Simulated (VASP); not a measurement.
Ta2O5, 14 atoms in the cell. The structure is orthorhombic, space group Pbam (No. 55). Conventional cell: a = 6.432 Å, b = 7.704 Å, c = 3.816 Å, α = 90.00°, β = 90.00°, γ = 90.00°. Within 2.5 Å of Ta (site symmetry m) lie 6 O at 1.92 to 2.32 Å. Within 2.6 Å of O (site symmetry m) lie 2 Ta at 1.94 Å. Within 2.5 Å of O (site symmetry 2/m) lie 2 Ta at 1.92 Å. Within 2.6 Å of O (site symmetry m) lie 3 Ta at 1.93 to 2.32 Å and 1 O at 2.58 Å. 

| Quantity | Value |
| --- | --- |
| Program | VASP 6.6.1 |
| Task | single point |
| Functional | PBEsol |
| Potentials or basis | VASP PAW PBE potentials, release 64 (Ta_pv, O) |
| Cutoff | 520 eV |
| k mesh | 6 × 8 × 4 |
| Occupations | gaussian, width 0.02 eV |
| Spin | no spin polarisation |
| Dipole correction | no |
| Further INCAR settings | ALGO = Normal; EDIFF = 1e-06; NBANDS = 65 |

Potentials or basis: VASP PAW PBE potentials, release 64 (Ta_pv, O).

Run with:

```console
$ cat potpaw_PBE.64/Ta_pv/POTCAR potpaw_PBE.64/O/POTCAR > POTCAR
$ mpirun -np 1 vasp_std > vasp.out
```

Hardware: 1 thread of Oxide Virtual Turin-like Processor (shared host).

Task: Estimate the wall time of this run.

Result: Run time: 18 min on 1 thread of Oxide Virtual Turin-like Processor, on a shared host, peak memory 0.58 GiB. Counts: scf iterations 14, k points 60.
